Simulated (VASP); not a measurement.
# W (Im-3m) in VASP: notebook

W is run at these levels: PBE; tasks: single point.

Program: VASP 6.6.1. These are calculated values, not measurements. Logs are shortened: lines on timing, memory, paths and dates and some standing lists are left out, and cuts for length are marked.

## 1. The cell of the first run

The structure is cubic, space group Im-3m (No. 229). The conventional cell has a = 3.186 Å, b = 3.186 Å, c = 3.186 Å, α = 90.00°, β = 90.00°, γ = 90.00°. W (site symmetry m-3m) has 14 W at 2.76 to 3.19 Å within 3.6 Å.

## 2. Single point, PBE

The input, INCAR:

```
PREC = Accurate
ENCUT = 520
EDIFF = 1E-7
ISMEAR = -1
SIGMA = 0.05
LREAL = False
LASPH = True
NELM = 60
ALGO = Normal
ISIF = 2
LWAVE = False
LCHARG = False
GGA = PE
NBANDS = 13
```

The input, KPOINTS:

```
regular mesh
0
Gamma
  13 13 13
```

The input, POSCAR:

```
W
1.0
   -1.5928193782      1.5928193782      1.5928193782
    1.5928193782     -1.5928193782      1.5928193782
    1.5928193782      1.5928193782     -1.5928193782
W
1
Direct
    0.0000000000      0.0000000000      0.0000000000
```

Potentials or basis: VASP PAW PBE potentials, release 64 (W_sv).

Command:

```sh
cat potpaw_PBE.64/W_sv/POTCAR > POTCAR
mpirun -np 1 vasp_std > vasp.out
```

OUTCAR:

```text
PREC = Accurate
   ENCUT = 520
   EDIFF = 1E-7
   ISMEAR = -1
   LREAL = False
   LASPH = True
   NELM = 60
   ISIF = 2
   GGA = PE

 ion  position               nearest neighbor table
   1  0.000  0.000  0.000-

  LATTYP: Found a body centered cubic cell.
 ALAT       =     3.1856387564

  Lattice vectors:

 A1 = (  -1.5928193782,   1.5928193782,   1.5928193782)
 A2 = (   1.5928193782,  -1.5928193782,   1.5928193782)
 A3 = (   1.5928193782,   1.5928193782,  -1.5928193782)

Analysis of symmetry for initial positions (statically):
=====================================================================
 Subroutine PRICEL returns:
 Original cell was already a primitive cell.

 Routine SETGRP: Setting up the symmetry group for a
 body centered cubic supercell.

 Subroutine GETGRP returns: Found 48 space group operations
 (whereof 48 operations were pure point group operations)
 out of a pool of 48 trial point group operations.

The static configuration has the point symmetry O_h .

Analysis of symmetry for dynamics (positions and initial velocities):
=====================================================================
 Subroutine PRICEL returns:
 Original cell was already a primitive cell.

 Routine SETGRP: Setting up the symmetry group for a
 body centered cubic supercell.

 Subroutine GETGRP returns: Found 48 space group operations
 (whereof 48 operations were pure point group operations)
 out of a pool of 48 trial point group operations.

The dynamic configuration has the point symmetry O_h .

 Subroutine INISYM returns: Found 48 space group operations
 (whereof 48 operations are pure point group operations),
 and found     1 'primitive' translations

----------------------------------------------------------------------------------------

                                     Primitive cell

  volume of cell :      16.1644

  direct lattice vectors                    reciprocal lattice vectors
    -1.592819378  1.592819378  1.592819378     0.000000000  0.313908788  0.313908788
     1.592819378 -1.592819378  1.592819378     0.313908788  0.000000000  0.313908788
     1.592819378  1.592819378 -1.592819378     0.313908788  0.313908788  0.000000000

  length of vectors
     2.758844090  2.758844090  2.758844090     0.443934065  0.443934065  0.443934065

  position of ions in fractional coordinates (direct lattice)
     0.000000000  0.000000000  0.000000000

  ion indices of the primitive-cell ions
   primitive index   ion index
                 1           1

----------------------------------------------------------------------------------------

 KPOINTS: regular mesh

Automatic generation of k-mesh.
 Grid dimensions read from file:
 generate k-points for:   13   13   13

 Generating k-lattice:

  Cartesian coordinates                     Fractional coordinates (reciprocal lattice)
     0.000000000  0.024146830  0.024146830     0.076923077  0.000000000  0.000000000
     0.024146830  0.000000000  0.024146830     0.000000000  0.076923077  0.000000000
     0.024146830  0.024146830  0.000000000     0.000000000  0.000000000  0.076923077

  Length of vectors
     0.034148774  0.034148774  0.034148774

  Shift w.r.t. Gamma in fractional coordinates (k-lattice)
     0.000000000  0.000000000  0.000000000

 Subroutine IBZKPT returns following result:
 ===========================================

 Found     84 irreducible k-points:

 Following reciprocal coordinates:
            Coordinates               Weight
  0.000000  0.000000  0.000000      1.000000
  0.076923  0.000000  0.000000     12.000000
  0.153846  0.000000  0.000000     12.000000
  0.230769  0.000000  0.000000     12.000000
  0.307692  0.000000  0.000000     12.000000
  0.384615  0.000000  0.000000     12.000000
[... 16 lines left out ...]
  0.153846  0.076923  0.076923     24.000000
  0.230769  0.076923  0.076923     24.000000
 [... further k-points ...]
   k-points           NKPTS =     84   k-points in BZ     NKDIM =     84   number of bands    NBANDS=     13
   number of dos      NEDOS =    301   number of ions     NIONS =      1
   total plane-waves  NPLWV =  13824
   dimension x,y,z NGX =    24 NGY =   24 NGZ =   24
   dimension x,y,z NGXF=    48 NGYF=   48 NGZF=   48
   ions per type =               1
   NGX,Y,Z   is equivalent  to a cutoff of  14.46, 14.46, 14.46 a.u.
   NGXF,Y,Z  is equivalent  to a cutoff of  28.92, 28.92, 28.92 a.u.
 SYSTEM =  unknown system
   PREC   = accura    normal or accurate (medium, high low for compatibility)
   ISTART =      0    job   : 0-new  1-cont  2-samecut
   ICHARG =      2    charge: 1-file 2-atom 10-const
   ISPIN  =      1    spin polarized calculation?
   LNONCOLLINEAR =      F non collinear calculations
   LSORBIT =      F    spin-orbit coupling
   LASPH  =      T    aspherical Exc in radial PAW
   ENCUT  =  520.0 eV  38.22 Ry    6.18 a.u.   5.13  5.13  5.13*2*pi/ulx,y,z
   NELM   =     60;   NELMIN=  2; NELMDL= -5     # of ELM steps
   EDIFF  = 0.1E-06   stopping-criterion for ELM
   LREAL  =      F    real-space projection
   EDIFFG = 0.1E-05   stopping-criterion for IOM
   NSW    =      0    number of steps for IOM
   IBRION =     -1    ionic relax: 0-MD 1-quasi-New 2-CG
   NFREE  =      0    steps in history (QN), initial steepest desc. (CG)
   ISIF   =      2    stress and relaxation
   ISYM   =      2    0-nonsym 1-usesym 2-fastsym
   POTIM  = 0.5000    time-step for ionic-motion
   TEBEG  =    0.0;   TEEND  =   0.0 temperature during run
   PSTRESS=    0.0 pullay stress
   NELECT =      14.0000    total number of electrons
   NUPDOWN=      -1.0000    fix difference up-down
   EMIN   =  10.00;   EMAX   =-10.00  energy-range for DOS
   EFERMI =   0.00;   METHOD = LEGACY
   ISMEAR =    -1;   SIGMA  =   0.05  broadening in eV -4-tet -1-fermi 0-gaus
   EFERMI_NEDOS =   21; number of points for ismear=-14 and -15
   IALGO  =     38    algorithm
   IMIX   =      4    mixing-type and parameters
     AMIX     =   0.40;   BMIX     =  1.00
     AMIX_MAG =   1.60;   BMIX_MAG =  1.00
  volume/ion in A,a.u.               =      16.16       109.08
  Fermi-wavevector in a.u.,A,eV,Ry     =   1.560502  2.948921 33.132449  2.435166
  Thomas-Fermi vector in A             =   2.663705
   LORBIT       =      0    0 simple, 1 ext, 2 COOP (PROOUT), +10 PAW based schemes
   GGA     = PE    functional components
   LHFCALC =     F    Hartree Fock is set to
   AEXX    =    0.0000 exact exchange contribution
   IVDW    =     0    specifies the selected vdW correction
   LEPSILON=     F    determine dielectric tensor
   LRPA    =     F    only Hartree local field effects (RPA)
 non-spin polarized calculation
  energy-cutoff  :      520.00
  volume of cell :       16.16
 maximum number of plane-waves:       451
 NGX is ok and might be reduce to    24
   NGX = 11   NGY = 11   NGZ = 11

 number of electron      14.0000002 magnetization

 Free energy of the ion-electron system (eV)
  ---------------------------------------------------
  ext. energy  EPLUGINS =         0.00000000
  ---------------------------------------------------
  free energy    TOTEN  =       -12.96894536 eV

  energy without entropy =      -12.96704170  energy(sigma->0) =      -12.96799353

 E-fermi :  11.2013     XC(G=0): -13.5297

 val. band max:       11.0509508240   @ k =  -0.3077   0.3077   0.2308
 cond. band min:      11.2260220067   @ k =  -0.4615   0.4615   0.2308
 fundamental gap:      0.1750711827
 Fermi energy:        11.2012656385

 k-point     1 :       0.0000    0.0000    0.0000
  band No.  band energies     occupation
      1     -63.0419      2.00000
      2     -26.6322      2.00000
      3     -26.6322      2.00000
      4     -26.6322      2.00000
      5       1.6339      2.00000
      6       9.9686      2.00000
      7       9.9686      2.00000
      8       9.9686      2.00000
      9      13.3801      0.00000
     10      13.3801      0.00000
     11      25.6347      0.00000
     12      25.6347      0.00000
     13      25.6347      0.00000

 k-point     2 :       0.0769    0.0000    0.0000
  band No.  band energies     occupation
      1     -63.0349      2.00000
      2     -26.7067      2.00000
      3     -26.6556      2.00000
      4     -26.6325      2.00000
      5       1.9123      2.00000
      6       9.8012      2.00000
      7       9.9267      2.00000
      8      10.2377      2.00000
      9      13.1252      0.00000
     10      13.3829      0.00000
     11      25.8655      0.00000
     12      26.1093      0.00000
     13      26.2944      0.00000

 k-point     3 :       0.1538    0.0000    0.0000
  band No.  band energies     occupation
      1     -63.0155      2.00000
      2     -26.9092      2.00000
      3     -26.7198      2.00000
      4     -26.6334      2.00000
      5       2.6875      2.00000
      6       9.3695      2.00000
      7       9.7232      2.00000
      8      11.0279      1.93949
      9      12.7367      0.00000
     10      13.4148      0.00000
     11      26.3015      0.00000
     12      27.4560      0.00000
     13      27.6744      0.00000

 k-point     4 :       0.2308    0.0000    0.0000
  band No.  band energies     occupation
      1     -62.9881      2.00000
      2     -27.1860      2.00000
      3     -26.8091      2.00000
      4     -26.6348      2.00000
      5       3.7490      2.00000
      6       8.8255      2.00000
      7       9.3957      2.00000
      8      12.2848      0.00000
      9      12.7126      0.00000
     10      13.5223      0.00000
     11      26.0600      0.00000
     12      27.8002      0.00000
     13      29.4997      0.00000

 k-point     5 :       0.3077    0.0000    0.0000
  band No.  band energies     occupation
      1     -62.9589      2.00000
      2     -27.4696      2.00000
      3     -26.9024      2.00000
      4     -26.6363      2.00000
      5       4.6570      2.00000
      6       8.3109      2.00000
      7       9.4743      2.00000
      8      13.0057      0.00000
      9      13.7281      0.00000
     10      13.8978      0.00000
     11      24.8228      0.00000
     12      25.8621      0.00000
     13      32.0435      0.00000

 k-point     6 :       0.3846    0.0000    0.0000
  band No.  band energies     occupation
      1     -62.9345      2.00000
      2     -27.6973      2.00000
      3     -26.9786      2.00000
      4     -26.6375      2.00000
      5       5.0060      2.00000
      6       7.9226      2.00000
      7      10.3877      2.00000
      8      13.3030      0.00000
      9      13.9906      0.00000
     10      15.6329      0.00000
     11      23.5018      0.00000
     12      23.6313      0.00000
     13      29.9836      0.00000

 k-point     7 :       0.4615    0.0000    0.0000
  band No.  band energies     occupation
      1     -62.9207      2.00000
      2     -27.8232      2.00000
      3     -27.0212      2.00000
      4     -26.6383      2.00000
      5       5.0196      2.00000
      6       7.7161      2.00000
      7      11.5455      0.00204
      8      13.3090      0.00000
      9      14.1888      0.00000
     10      16.9411      0.00000
     11      22.1452      0.00000
     12      22.7042      0.00000
     13      28.0138      0.00000
[... 193 lines left out ...]
 k-point    20 :       0.3846    0.2308    0.0000
  band No.  band energies     occupation
      1     -62.9072      2.00000
      2     -27.6505      2.00000
      3     -27.2585      2.00000
      4     -26.7697      2.00000
      5       6.4608      2.00000
      6       8.0070      2.00000
      7       9.4390      2.00000
      8      13.2559      0.00000
      9      14.4291      0.00000
     10      19.8744      0.00000
     11      19.9532      0.00000
     12      23.9791      0.00000
     13      27.3082      0.00000

 k-point    21 :       0.3077    0.3077    0.0000
  band No.  band energies     occupation
      1     -62.9047      2.00000
      2     -27.5577      2.00000
      3     -27.3734      2.00000
      4     -26.7839      2.00000
      5       6.8331      2.00000
      6       8.2235      2.00000
      7       8.8486      2.00000
      8      13.6096      0.00000
      9      14.1177      0.00000
     10      19.3728      0.00000
     11      21.0132      0.00000
     12      23.3113      0.00000
     13      28.0678      0.00000

 k-point    22 :       0.0769    0.0769    0.0769
  band No.  band energies     occupation
      1     -63.0043      2.00000
      2     -27.0469      2.00000
      3     -26.6851      2.00000
      4     -26.6851      2.00000
      5       3.1696      2.00000
      6       9.1810      2.00000
      7       9.1810      2.00000
      8      11.8751      0.00000
      9      13.1040      0.00000
     10      13.1040      0.00000
     11      26.6684      0.00000
     12      27.8094      0.00000
     13      27.8094      0.00000

 k-point    23 :       0.1538    0.0769    0.0769
  band No.  band energies     occupation
      1     -62.9795      2.00000
      2     -27.2779      2.00000
      3     -26.7797      2.00000
      4     -26.6914      2.00000
      5       4.2184      2.00000
      6       8.6345      2.00000
      7       8.8006      2.00000
      8      12.9752      0.00000
      9      13.3304      0.00000
     10      13.4580      0.00000
     11      26.7626      0.00000
     12      27.6709      0.00000
     13      28.2517      0.00000

 k-point    24 :       0.2308    0.0769    0.0769
  band No.  band energies     occupation
      1     -62.9531      2.00000
      2     -27.4973      2.00000
      3     -26.8990      2.00000
      4     -26.6982      2.00000
      5       5.1932      2.00000
      6       8.1699      2.00000
      7       8.8044      2.00000
      8      13.1485      0.00000
      9      13.7748      0.00000
     10      15.0532      0.00000
     11      25.3850      0.00000
     12      25.5762      0.00000
     13      29.3496      0.00000

 [... further k-points ...]
[... 5 lines left out ...]
  --------------------------------------------------------------------------------------
  -------------------------------------------------------------------------------------
  Total       -0.0354414     -0.0354414     -0.0354414      0.0000000      0.0000000      0.0000000
  in kB       -3.5128719     -3.5128719     -3.5128719      0.0000000      0.0000000      0.0000000
  external PRESSURE =      -3.5128719 kB  Pullay stress =       0.0000000 kB

 VOLUME and BASIS-vectors are now :
 -----------------------------------------------------------------------------
  energy-cutoff  :      520.00
  volume of cell :       16.16
      direct lattice vectors                 reciprocal lattice vectors
    -1.592819378  1.592819378  1.592819378     0.000000000  0.313908788  0.313908788
     1.592819378 -1.592819378  1.592819378     0.313908788  0.000000000  0.313908788
     1.592819378  1.592819378 -1.592819378     0.313908788  0.313908788  0.000000000

 POSITION                                       TOTAL-FORCE (eV/Angst)
 -----------------------------------------------------------------------------------
      0.00000      0.00000      0.00000        -0.000000      0.000000      0.000000
 -----------------------------------------------------------------------------------
    total drift:                                0.000000      0.000000     -0.000000

  FREE ENERGIE OF THE ION-ELECTRON SYSTEM (eV)
  ---------------------------------------------------
  free  energy   TOTEN  =       -12.9689453577 eV

  energy  without entropy=      -12.9670416971  energy(sigma->0) =      -12.96799353
```

It took 14 s on 1 thread of Intel Xeon Platinum 8488C (Sapphire Rapids), shared host; peak memory 0.15 GiB.

What came out:

| Property | Result |
| --- | --- |
| Free energy | -12.9689 eV |
| Pressure | -0.4 GPa |
| Band gap on the k mesh | zero (band 7 reaches 15.56 eV, above the bottom of band 8 at 9.97 eV) |

Levels at points of the mesh, in eV from the Fermi level:
```tsv
k point	band 4	band 5	band 6	band 7	band 8	band 9	band 10	band 11
(0.00, 0.00, 0.00)	-37.83	-9.57	-1.23	-1.23	-1.23	2.18	2.18	14.43
```

Caveat: spin-orbit coupling is left out, which moves the levels of the heavy elements.

## 3. Single point, PBE

This run uses another cell than the first one, of 16.48 Å³/atom, 1.020 times its volume.

The input, INCAR:

```
SYSTEM = W
ALGO = Normal ; EDIFF = 1E-7
ENCUT = 520 ; GGA = PE
ISIF = 2 ; ISMEAR = -1
LASPH = .True. ; LCHARG = .False.
LREAL = .False. ; LWAVE = .False.
NBANDS = 13 ; NELM = 80
PREC = Accurate ; SIGMA = 0.05
```

The input, KPOINTS:

```
k-points
0
Gamma
  13 13 13
  0 0 0
```

The input, POSCAR:

```
W
1.0
   -1.6031626510      1.6031626510      1.6031626510
    1.6031626510     -1.6031626510      1.6031626510
    1.6031626510      1.6031626510     -1.6031626510
W
1
Direct
    0.0000000000      0.0000000000      0.0000000000
```

Potentials or basis: VASP PAW PBE potentials, release 64 (W_sv).

Command:

```sh
cat potpaw_PBE.64/W_sv/POTCAR > POTCAR
mpirun -np 1 vasp_std > vasp.out
```

Run time: 12 s. Hardware: 1 thread of Intel Xeon Platinum 8488C (Sapphire Rapids), shared host; peak memory 0.15 GiB.

The run converged. Its results:

```
Free energy            : -12.9627 eV
Pressure               : -6.0 GPa
Band gap on the k mesh : zero (band 7 reaches 15.17 eV, above the bottom of band 8 at 9.72 eV)
```

Levels at points of the mesh, in eV from the Fermi level:
```csv
k point,band 5,band 6,band 7,band 8,band 9,band 10
"(0.00, 0.00, 0.00)",-9.44,-1.19,-1.19,-1.19,2.15,2.15
```

Caveat: spin-orbit coupling is left out, which moves the levels of the heavy elements.

(Part 1 of 2 ends here.)
